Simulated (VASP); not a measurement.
# Zn3H8S3 in VASP: a series of runs

The runs below take Zn3H8S3 through single point, with PBE.

Program: VASP 6.6.1. These are calculated values, not measurements. Logs are shortened: lines on timing, memory, paths and dates and some standing lists are left out, and cuts for length are marked.

### 1 The cell of the first run

The cell holds a wire or tube with vacuum around it, 28 atoms: a = 16.000 Å, b = 16.500 Å, c = 5.443 Å, α = 90.00°, β = 90.00°, γ = 90.00°.

### 2 Single point, PBE

The input, INCAR:

```
SYSTEM = Zn3H8S3
PREC = Accurate
ENCUT = 520
EDIFF = 1E-7
ISMEAR = 0
SIGMA = 0.05
LREAL = Auto
LASPH = .True.
NELM = 100
ALGO = Normal
ISIF = 2
LWAVE = .False.
LCHARG = .True.
GGA = PE
LELF = .True.
LVHAR = .True.
NBANDS = 82
```

The input, KPOINTS:

```
regular mesh
0
Gamma
  1 1 6
  0 0 0
```

The input, POSCAR:

```
Zn3H8S3
1.0
   16.0000000000      0.0000000000      0.0000000000
    0.0000000000     16.5000000000      0.0000000000
    0.0000000000      0.0000000000      5.4429620570
Zn S H
6 6 16
Direct
    0.5850462821      0.5000000000      0.7500000000
    0.5850462821      0.3350617558      0.2500000000
    0.5850462821      0.6649382442      0.2500000000
    0.4149537179      0.5000000000      0.2500000000
    0.4149537179      0.3350617558      0.7500000000
    0.4149537179      0.6649382442      0.7500000000
    0.5000000000      0.4175308779      0.0000000000
    0.5000000000      0.5824691221      0.5000000000
    0.3299074357      0.4175308779      0.5000000000
    0.6700925643      0.4175308779      0.5000000000
    0.3299074357      0.5824691221      0.0000000000
    0.6700925643      0.5824691221      0.0000000000
    0.5291154748      0.2808258215      0.4144128524
    0.6409770895      0.2808258215      0.0855871476
    0.5291154748      0.7191741785      0.0855871476
    0.6409770895      0.7191741785      0.4144128524
    0.2811935068      0.4647686272      0.6431982908
    0.2811935068      0.3702931286      0.3568017092
    0.7188064932      0.4647686272      0.3568017092
    0.7188064932      0.3702931286      0.6431982908
    0.4708845252      0.2808258215      0.5855871476
    0.3590229105      0.2808258215      0.9144128524
    0.4708845252      0.7191741785      0.9144128524
    0.3590229105      0.7191741785      0.5855871476
    0.2811935068      0.5352313728      0.8568017092
    0.2811935068      0.6297068714      0.1431982908
    0.7188064932      0.5352313728      0.1431982908
    0.7188064932      0.6297068714      0.8568017092
```

Potentials or basis: VASP PAW PBE potentials, release 64 (Zn, S, H).

Command:

```sh
> cat potpaw_PBE.64/Zn/POTCAR potpaw_PBE.64/S/POTCAR potpaw_PBE.64/H/POTCAR > POTCAR
> mpirun -np 1 vasp_std > vasp.out
```

OUTCAR:

```text
SYSTEM = Zn3H8S3
   PREC = Accurate
   ENCUT = 520
   EDIFF = 1E-7
   ISMEAR = 0
   LREAL = Auto
   LASPH = .True.
   NELM = 100
   ISIF = 2
   GGA = PE

 ion  position               nearest neighbor table
   1  0.585  0.500  0.750-   7 2.36   8 2.36  10 2.36  12 2.36
   2  0.585  0.335  0.250-  13 1.55  14 1.55   7 2.36  10 2.36
   3  0.585  0.665  0.250-  15 1.55  16 1.55   8 2.36  12 2.36
   4  0.415  0.500  0.250-   7 2.36   8 2.36   9 2.36  11 2.36
   5  0.415  0.335  0.750-  21 1.55  22 1.55   7 2.36   9 2.36
   6  0.415  0.665  0.750-  23 1.55  24 1.55   8 2.36  11 2.36
   7  0.500  0.418  0.000-   1 2.36   2 2.36   4 2.36   5 2.36
   8  0.500  0.582  0.500-   1 2.36   3 2.36   4 2.36   6 2.36
   9  0.330  0.418  0.500-  17 1.35  18 1.35   4 2.36   5 2.36
  10  0.670  0.418  0.500-  19 1.35  20 1.35   1 2.36   2 2.36
  11  0.330  0.582  0.000-  25 1.35  26 1.35   4 2.36   6 2.36
  12  0.670  0.582  0.000-  27 1.35  28 1.35   1 2.36   3 2.36
  13  0.529  0.281  0.414-   2 1.55
  14  0.641  0.281  0.086-   2 1.55
  15  0.529  0.719  0.086-   3 1.55
  16  0.641  0.719  0.414-   3 1.55
  17  0.281  0.465  0.643-   9 1.35
  18  0.281  0.370  0.357-   9 1.35
[... 8 lines left out ...]
  27  0.719  0.535  0.143-  12 1.35
  28  0.719  0.630  0.857-  12 1.35

  LATTYP: Found a simple orthorhombic cell.
 ALAT       =     5.4429620570
 B/A-ratio  =     2.9395758839
 C/A-ratio  =     3.0314376303

  Lattice vectors:

 A1 = (   0.0000000000,   0.0000000000,   5.4429620570)
 A2 = (  16.0000000000,   0.0000000000,   0.0000000000)
 A3 = (   0.0000000000,  16.5000000000,   0.0000000000)

Analysis of symmetry for initial positions (statically):
=====================================================================
 Subroutine PRICEL returns:
 Original cell was already a primitive cell.

 Routine SETGRP: Setting up the symmetry group for a
 simple orthorhombic supercell.

 Subroutine GETGRP returns: Found  4 space group operations
 (whereof  2 operations were pure point group operations)
 out of a pool of  8 trial point group operations.

The static configuration has the point symmetry C_2 .
 The point group associated with its full space group is D_2 .

Analysis of symmetry for dynamics (positions and initial velocities):
=====================================================================
 Subroutine PRICEL returns:
 Original cell was already a primitive cell.

 Routine SETGRP: Setting up the symmetry group for a
 simple orthorhombic supercell.

 Subroutine GETGRP returns: Found  4 space group operations
 (whereof  2 operations were pure point group operations)
 out of a pool of  8 trial point group operations.

The dynamic configuration has the point symmetry C_2 .
 The point group associated with its full space group is D_2 .

 Subroutine INISYM returns: Found  4 space group operations
 (whereof  2 operations are pure point group operations),
 and found     1 'primitive' translations

----------------------------------------------------------------------------------------

                                     Primitive cell

  volume of cell :    1436.9420

  direct lattice vectors                    reciprocal lattice vectors
    16.000000000  0.000000000  0.000000000     0.062500000  0.000000000  0.000000000
     0.000000000 16.500000000  0.000000000     0.000000000  0.060606061  0.000000000
     0.000000000  0.000000000  5.442962057     0.000000000  0.000000000  0.183723493

  length of vectors
    16.000000000 16.500000000  5.442962057     0.062500000  0.060606061  0.183723493

  position of ions in fractional coordinates (direct lattice)
     0.585046282  0.500000000  0.750000000
     0.585046282  0.335061756  0.250000000
     0.585046282  0.664938244  0.250000000
     0.414953718  0.500000000  0.250000000
     0.414953718  0.335061756  0.750000000
     0.414953718  0.664938244  0.750000000
[... 20 lines left out ...]
     0.718806493  0.535231373  0.143198291
     0.718806493  0.629706871  0.856801709

  ion indices of the primitive-cell ions
   primitive index   ion index
                 1           1
                 2           2
                 3           3
                 4           4
                 5           5
                 6           6
[... 20 lines left out ...]
                27          27
                28          28

----------------------------------------------------------------------------------------

 KPOINTS: regular mesh

Automatic generation of k-mesh.
 Grid dimensions read from file:
 generate k-points for:    1    1    6

 Generating k-lattice:

  Cartesian coordinates                     Fractional coordinates (reciprocal lattice)
     0.062500000  0.000000000  0.000000000     1.000000000  0.000000000  0.000000000
     0.000000000  0.060606061  0.000000000     0.000000000  1.000000000  0.000000000
     0.000000000  0.000000000  0.030620582     0.000000000  0.000000000  0.166666667

  Length of vectors
     0.062500000  0.060606061  0.030620582

  Shift w.r.t. Gamma in fractional coordinates (k-lattice)
     0.000000000  0.000000000  0.000000000

 Subroutine IBZKPT returns following result:
 ===========================================

 Found      4 irreducible k-points:

 Following reciprocal coordinates:
            Coordinates               Weight
  0.000000  0.000000  0.000000      1.000000
  0.000000  0.000000  0.166667      2.000000
  0.000000  0.000000  0.333333      2.000000
  0.000000  0.000000  0.500000      1.000000
   k-points           NKPTS =      4   k-points in BZ     NKDIM =      4   number of bands    NBANDS=     82
   number of dos      NEDOS =    301   number of ions     NIONS =     28
   total plane-waves  NPLWV = 604800
   dimension x,y,z NGX =   120 NGY =  126 NGZ =   40
   dimension x,y,z NGXF=   240 NGYF=  252 NGZF=   80
   ions per type =               6   6  16
   NGX,Y,Z   is equivalent  to a cutoff of  12.47, 12.70, 12.22 a.u.
   NGXF,Y,Z  is equivalent  to a cutoff of  24.94, 25.39, 24.43 a.u.
 SYSTEM =  Zn3H8S3
   PREC   = accura    normal or accurate (medium, high low for compatibility)
   ISTART =      0    job   : 0-new  1-cont  2-samecut
   ICHARG =      2    charge: 1-file 2-atom 10-const
   ISPIN  =      1    spin polarized calculation?
   LNONCOLLINEAR =      F non collinear calculations
   LSORBIT =      F    spin-orbit coupling
   LASPH  =      T    aspherical Exc in radial PAW
   ENCUT  =  520.0 eV  38.22 Ry    6.18 a.u.  29.75 30.68 10.12*2*pi/ulx,y,z
   NELM   =    100;   NELMIN=  2; NELMDL= -5     # of ELM steps
   EDIFF  = 0.1E-06   stopping-criterion for ELM
   LREAL  =      T    real-space projection
   EDIFFG = 0.1E-05   stopping-criterion for IOM
   NSW    =      0    number of steps for IOM
   IBRION =     -1    ionic relax: 0-MD 1-quasi-New 2-CG
   NFREE  =      0    steps in history (QN), initial steepest desc. (CG)
   ISIF   =      2    stress and relaxation
   ISYM   =      2    0-nonsym 1-usesym 2-fastsym
   POTIM  = 0.5000    time-step for ionic-motion
   TEBEG  =    0.0;   TEEND  =   0.0 temperature during run
   PSTRESS=    0.0 pullay stress
   NELECT =     124.0000    total number of electrons
   NUPDOWN=      -1.0000    fix difference up-down
   EMIN   =  10.00;   EMAX   =-10.00  energy-range for DOS
   EFERMI =   0.00;   METHOD = LEGACY
   ISMEAR =     0;   SIGMA  =   0.05  broadening in eV -4-tet -1-fermi 0-gaus
   EFERMI_NEDOS =   21; number of points for ismear=-14 and -15
   IALGO  =     38    algorithm
   IMIX   =      4    mixing-type and parameters
     AMIX     =   0.40;   BMIX     =  1.00
     AMIX_MAG =   1.60;   BMIX_MAG =  1.00
  volume/ion in A,a.u.               =      51.32       346.32
  Fermi-wavevector in a.u.,A,eV,Ry     =   0.723440  1.367103  7.120812  0.523365
  Thomas-Fermi vector in A             =   1.813657
   LORBIT       =      0    0 simple, 1 ext, 2 COOP (PROOUT), +10 PAW based schemes
   GGA     = PE    functional components
   LHFCALC =     F    Hartree Fock is set to
   AEXX    =    0.0000 exact exchange contribution
   IVDW    =     0    specifies the selected vdW correction
   LEPSILON=     F    determine dielectric tensor
   LRPA    =     F    only Hartree local field effects (RPA)
 non-spin polarized calculation
 Gauss-broadening in eV      SIGMA  =   0.05
  energy-cutoff  :      520.00
  volume of cell :     1436.94
 maximum number of plane-waves:     38756
 NGX is ok and might be reduce to   120
   NGX = 59   NGY = 61   NGZ = 21

 number of electron     123.9999937 magnetization

 Free energy of the ion-electron system (eV)
  ---------------------------------------------------
  ext. energy  EPLUGINS =         0.00000000
  ---------------------------------------------------
  free energy    TOTEN  =       -78.12792119 eV

  energy without entropy =      -78.12058557  energy(sigma->0) =      -78.12425338

 E-fermi :  -2.0686     XC(G=0):  -2.9306

 val. band max:       -2.0957525225   @ k =   0.0000   0.0000   0.0000
 cond. band min:      -2.0420657522   @ k =   0.0000   0.0000   0.0000
 fundamental gap:      0.0536867702
 Fermi energy:        -2.0685901105

 k-point     1 :       0.0000    0.0000    0.0000
  band No.  band energies     occupation
      1     -19.7115      2.00000
      2     -19.6975      2.00000
      3     -19.3784      2.00000
      4     -19.3751      2.00000
      5     -16.6096      2.00000
      6     -16.2758      2.00000
[... 66 lines left out ...]
     73       0.2090      0.00000
     74       0.3985      0.00000

 k-point     2 :       0.0000    0.0000    0.1667
  band No.  band energies     occupation
      1     -19.6900      2.00000
      2     -19.6778      2.00000
      3     -19.3956      2.00000
      4     -19.3927      2.00000
      5     -16.5869      2.00000
      6     -16.2981      2.00000
[... 66 lines left out ...]
     73       0.3380      0.00000
     74       0.3578      0.00000

 k-point     3 :       0.0000    0.0000    0.3333
  band No.  band energies     occupation
      1     -19.6355      2.00000
      2     -19.6278      2.00000
      3     -19.4411      2.00000
      4     -19.4390      2.00000
      5     -16.5255      2.00000
      6     -16.3590      2.00000
[... 66 lines left out ...]
     73       0.6054      0.00000
     74       0.6511      0.00000

 k-point     4 :       0.0000    0.0000    0.5000
  band No.  band energies     occupation
      1     -19.5911      2.00000
      2     -19.5911      2.00000
      3     -19.4774      2.00000
      4     -19.4774      2.00000
      5     -16.4421      2.00000
      6     -16.4421      2.00000
[... 66 lines left out ...]
     73       0.7170      0.00000
     74       0.7170      0.00000
 [bands above 74 left out]

------------------------ aborting loop because EDIFF is reached ----------------------------------------

  FORCE on cell =-STRESS in cart. coord.  units (eV):
  Direction    XX          YY          ZZ          XY          YZ          ZX
  --------------------------------------------------------------------------------------
  -------------------------------------------------------------------------------------
  Total       13.7547103      8.6401871      9.5056708      0.0000000      0.0000000      0.0000000
  in kB       15.3363778      9.6337305     10.5987370      0.0000000      0.0000000      0.0000000
  external PRESSURE =      11.8562818 kB  Pullay stress =       0.0000000 kB

 VOLUME and BASIS-vectors are now :
 -----------------------------------------------------------------------------
  energy-cutoff  :      520.00
  volume of cell :     1436.94
      direct lattice vectors                 reciprocal lattice vectors
    16.000000000  0.000000000  0.000000000     0.062500000  0.000000000  0.000000000
     0.000000000 16.500000000  0.000000000     0.000000000  0.060606061  0.000000000
     0.000000000  0.000000000  5.442962057     0.000000000  0.000000000  0.183723493

 POSITION                                       TOTAL-FORCE (eV/Angst)
 -----------------------------------------------------------------------------------
      9.36074      8.25000      4.08222        -1.035031      0.000000      0.000000
      9.36074      5.52852      1.36074         0.138857     -1.050050     -0.816133
      9.36074     10.97148      1.36074         0.138857      1.050050      0.816133
      6.63926      8.25000      1.36074         1.035031      0.000000      0.000000
      6.63926      5.52852      4.08222        -0.138857     -1.050050      0.816133
      6.63926     10.97148      4.08222        -0.138857      1.050050     -0.816133
[... 20 lines left out ...]
     11.50090      8.83132      0.77942         1.626040     -0.941182      0.673966
     11.50090     10.39016      4.66354         0.402183      0.067977     -0.007947
 -----------------------------------------------------------------------------------
    total drift:                                0.000000     -0.000000      0.000000

  FREE ENERGIE OF THE ION-ELECTRON SYSTEM (eV)
  ---------------------------------------------------
  free  energy   TOTEN  =       -78.1279211901 eV

  energy  without entropy=      -78.1205855663  energy(sigma->0) =      -78.12425338
```

It took 44 min on 1 thread of Oxide Virtual Turin-like, shared host; peak memory 1.2 GiB.

Results:

| Item | Value |
| --- | --- |
| Free energy | -78.1279 eV |
| Largest force | 1.996 eV/Å |
| Band gap on the k mesh | 0.05 eV |

Forces on the atoms (eV/Å):
```
Zn  -1.035  0.000  0.000
Zn   0.139 -1.050 -0.816
Zn   0.139  1.050  0.816
Zn   1.035  0.000  0.000
Zn  -0.139 -1.050  0.816
Zn  -0.139  1.050 -0.816
S    0.000  0.998  0.000
S    0.000 -0.998  0.000
S    1.636 -0.689 -0.690
S   -1.636 -0.689  0.690
S    1.636  0.689  0.690
S   -1.636  0.689 -0.690
H   -0.100  0.011  0.550
H    0.618  0.131 -0.522
H   -0.100 -0.011 -0.550
H    0.618 -0.131  0.522
H   -1.626  0.941  0.674
H   -0.402 -0.068 -0.008
H    1.626  0.941 -0.674
H    0.402 -0.068  0.008
H    0.100  0.011 -0.550
H   -0.618  0.131  0.522
H    0.100 -0.011  0.550
H   -0.618 -0.131 -0.522
H   -1.626 -0.941 -0.674
H   -0.402  0.068  0.008
H    1.626 -0.941  0.674
H    0.402  0.068 -0.008
```

[end of part 1 of 2]
